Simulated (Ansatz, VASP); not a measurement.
Two plane-wave programs on TiAl

```
CELL_PARAMETERS angstrom
3.17129 0.00000 0.00000
0.00000 3.17129 0.00000
0.00000 0.00000 3.17129
ATOMIC_POSITIONS crystal
Ti 0.50000 0.50000 0.50000
Al 0.00000 0.00000 0.00000
```

Alike in both runs: task single point; functional r2SCAN; k mesh 14 × 14 × 14; occupations gaussian, width 0.1 eV; no spin polarisation.

```csv
,VASP,Ansatz
version,VASP 6.6.1,Ansatz 0.2.0
potentials or method,"VASP PAW PBE potentials, release 64 (Ti_sv, Al), cutoff 520 eV","scalar-relativistic, plane waves, PAW"
valence electrons in the cell,15,15
```

```tsv
	VASP	Ansatz	Ansatz less VASP
gap on the k mesh at the Fermi level (eV)	none	none	-
pressure (GPa)	0.1	0.0	-0.15
```

VASP's potentials were made for PBE, not for r2SCAN. A gap of «none» marks a metal or a gap that the smearing closes. The functional is the same, so the differences come from potentials, cutoffs and numerics.
